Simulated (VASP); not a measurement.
Set up this calculation in VASP 6.6.1, as the native input.

```yaml
Task: single point
Functional: PBE
Potentials_or_basis: VASP PAW PBE potentials, release 64 (H, C, F)
Cutoff: 520 eV
k_mesh: 3 × 3 × 1
Occupations: gaussian, width 0.05 eV
Spin: no spin polarisation
Dipole_correction: no
Further_INCAR_settings: LREAL = Auto; ALGO = Normal; EDIFF = 1e-06; NBANDS = 57
```

The structure of H7C16F lies in POSCAR:

```
H7C16F
1.0
    5.0487420000      0.0000000000      0.0000000000
    2.5243710000      4.3723390000      0.0000000000
    0.0000000000      0.0000000000     16.7764260000
H C F
7 16 1
Direct
    0.1666667848      0.1666666285      0.0596075112
    0.6666667848      0.1666666285      0.0596075112
    0.1666666285      0.6666667429      0.0596075112
    0.6666666285      0.6666667429      0.0596075112
    0.0024637590      0.4900646999      0.3453945435
    0.5097994920      0.4843233793      0.3454622576
    0.9524082112      0.0057914082      0.3621012604
    0.1666667848      0.1666666285      0.1251757079
    0.6666667848      0.1666666285      0.1251757079
    0.1666666285      0.6666667429      0.1251757079
    0.6666666285      0.6666667429      0.1251757079
   -0.1666666285      0.3333332571      0.1558904739
    0.3333333715      0.3333332571      0.1558904739
   -0.1666667848      0.8333333715      0.1558904739
    0.3333332152      0.8333333715      0.1558904739
   -0.1633103552      0.3261069190      0.2490180566
    0.3360603859      0.3277774207      0.2497618980
   -0.1626991631      0.8283097445      0.2523157197
    0.3338481706      0.8285599538      0.2530190280
    0.0017754376     -0.0043427557      0.2770003575
    0.5045299026     -0.0086910004      0.2648703007
    0.0022444333      0.4910591333      0.2798078089
    0.5061865769      0.4912132842      0.2799211823
    0.8533128110      0.0389834823      0.4213424838
```

The input as run:

INCAR

```
PREC = Accurate ; ENCUT = 520
EDIFF = 1E-6 ; ISMEAR = 0
SIGMA = 0.05 ; LREAL = Auto
LASPH = True ; NELM = 60
ALGO = Normal ; ISIF = 2
LWAVE = False ; LCHARG = False
GGA = PE ; NBANDS = 57
```

KPOINTS

```
regular mesh
0
Gamma
  3 3 1
```

Potentials or basis: VASP PAW PBE potentials, release 64 (H, C, F).

Command:

```sh
$ cat potpaw_PBE.64/H/POTCAR potpaw_PBE.64/C/POTCAR potpaw_PBE.64/F/POTCAR > POTCAR
$ mpirun -np 1 vasp_std > vasp.out
```

Results of the run:

* Largest force: 1.550 eV/Å
* Band gap on the k mesh: 0.30 eV, indirect (least direct gap 0.57 eV)

Caveat: the k points lie up to 0.48 Å⁻¹ apart.

It took 3.9 min on 1 thread of Intel(R) Xeon(R) Platinum 8488C (Sapphire Rapids) (shared host), peak memory 0.47 GiB.
